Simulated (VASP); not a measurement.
Hf2S: single point with PBEsol

Crystal: Hf2S.

```
Hf S
1.0
     3.37427    0.00000    0.00000
    -1.68714    2.92221    0.00000
     0.00000    0.00000   11.71741
Hf S
4 2
Cartesian
  1.6871 0.9741 10.5435
  0.0000 1.9481 4.6848
  1.6871 0.9741 7.0327
  0.0000 1.9481 1.1739
  0.0000 0.0000 8.7881
  0.0000 0.0000 2.9294
```

- Program: VASP 6.6.1
- Task: single point
- Functional: PBEsol
- Potentials or basis: VASP PAW PBE potentials, release 64 (Hf_pv, S)
- Cutoff: 520 eV
- k mesh: 12 × 12 × 4
- Occupations: methfessel-paxton, width 0.02 eV
- Spin: no spin polarisation
- Dipole correction: no
- Further INCAR settings: ALGO = Normal; EDIFF = 1e-06; NBANDS = 35

```
Pressure               : -3.3 GPa
Largest force          : 0.235 eV/Å
Band gap on the k mesh : zero (bands 26 and 27 overlap by 0.92 eV)
```

Forces on the atoms (eV/Å):
```
Hf   0.000  0.000 -0.235
Hf   0.000  0.000 -0.235
Hf   0.000  0.000  0.235
Hf   0.000  0.000  0.235
S    0.000  0.000  0.000
S    0.000  0.000  0.000
```

Stress tensor (GPa, compression positive):
```
-3.40  0.00  0.00
 0.00 -3.40  0.00
 0.00  0.00 -3.11
```

Levels at points of the mesh, in eV from the Fermi level:
| k point | band 24 | band 25 | band 26 | band 27 | band 28 | band 29 |
| --- | --- | --- | --- | --- | --- | --- |
| (0.00, 0.00, 0.00) | -0.17 | -0.07 | 0.41 | 0.41 | 0.51 | 0.51 |
| (0.50, 0.00, 0.00) | -1.35 | -1.24 | -0.78 | -0.51 | 0.80 | 1.02 |
| (0.00, 0.00, 0.50) | -1.19 | 0.35 | 0.35 | 0.35 | 0.35 | 1.37 |
| (0.50, 0.00, 0.50) | -1.78 | -1.04 | -1.04 | 0.32 | 0.32 | 1.35 |

Wall time 6.8 min on 1 thread of Intel Xeon 8259CL (shared host), peak memory 0.36 GiB.

Caveat: the cell stands under tension; the PAW data sets were made with another functional, which shifts forces and pressure a little; spin-orbit coupling is left out, which moves the levels of the heavy elements.
